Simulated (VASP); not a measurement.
Runs of VASP 6.6.1 on ScAlN2. The structure is that of space group P6/mmm (No. 191), or close to it. The cells are those of the table. The cell was built from a structure type or drawn by symmetry, and may not be a known phase.

| task | spin | cell | k mesh | cutoff (eV) | gap on the mesh (eV) | pressure (GPa) | moment (μB) | relaxed volume (Å³/atom) |
| --- | --- | --- | --- | --- | --- | --- | --- | --- |
| single point | collinear, ferromagnetic start | a = 3.604, b = 3.604, c = 5.576 Å, angles 90.0, 90.0, 120.0°, 4 atoms | 6 × 6 × 4 | 520 | none | -0.2 | 0.00 | - |
| single point | off | a = 3.603, b = 3.603, c = 5.570 Å, angles 90.0, 90.0, 120.0°, 4 atoms | 12 × 12 × 8 | 520 | none | -0.1 | - | - |
| single point | collinear, ferromagnetic start | a = 3.604, b = 3.604, c = 5.776 Å, angles 90.0, 90.0, 120.0°, 4 atoms | 6 × 6 × 4 | 520 | none | -1.4 | 0.00 | - |
| relaxation of cell and atoms | off | relaxed from a = 3.604, b = 3.604, c = 5.576 Å, angles 90.0, 90.0, 120.0°, 4 atoms | 12 × 12 × 8 | 600 | none | 0.0 | - | 15.64 |
| single point | off | a = 3.604, b = 3.604, c = 5.576 Å, angles 90.0, 90.0, 120.0°, 4 atoms | 6 × 6 × 4 | 520 | none | -0.2 | - | - |
| relaxation of cell and atoms | off | relaxed from a = 3.604, b = 3.604, c = 5.776 Å, angles 90.0, 90.0, 120.0°, 4 atoms | 6 × 6 × 4 | 600 | none | 0.1 | - | (a) |
| single point | off | a = 3.604, b = 3.604, c = 5.776 Å, angles 90.0, 90.0, 120.0°, 4 atoms | 6 × 6 × 4 | 520 | none | -1.4 | - | - |

Alike in all rows: level PBE; potentials or basis VASP PAW PBE potentials, release 64 (Sc_sv, Al, N); smearing gaussian 0.1 eV.

Question: Estimate the missing entries.

Answer: (a) 15.59.

A gap of «none» marks levels without a gap at the run's occupations.
